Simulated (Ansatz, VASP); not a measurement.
## Cs: VASP beside Ansatz

```
Cs
1.0
     5.33741    0.00000    0.00000
    -2.66871    4.62234    0.00000
     0.00000    0.00000   17.69192
Cs
4
Direct
  0.00000 0.00000 0.00000
  0.33333 0.66667 0.25000
  0.00000 0.00000 0.50000
  0.66667 0.33333 0.75000
```

Alike in both runs: functional PBEsol; k mesh 12 × 12 × 4; occupations gaussian, width 0.1 eV; no spin polarisation.

Ansatz relaxed the structure, and its values are those at the end. VASP's run is a single point on that final structure, the one shown.

|  | VASP | Ansatz |
| --- | --- | --- |
| version | VASP 6.6.1 | Ansatz 0.2.0 |
| potentials or method | VASP PAW PBE potentials, release 64 (Cs_sv), cutoff 520 eV | scalar-relativistic, plane waves, PAW |
| valence electrons in the cell | 36 | 36 |

|  | VASP | Ansatz | Ansatz less VASP |
| --- | --- | --- | --- |
| gap on the k mesh at the Fermi level (eV) | none | none | - |
| pressure (GPa) | 0.0 | 0.0 | +0.01 |

VASP's potentials were made for PBE, not for PBEsol. A gap of «none» marks a metal or a gap that the smearing closes. The functional is the same, so the differences come from potentials, cutoffs and numerics.

Spin-orbit coupling is off throughout.
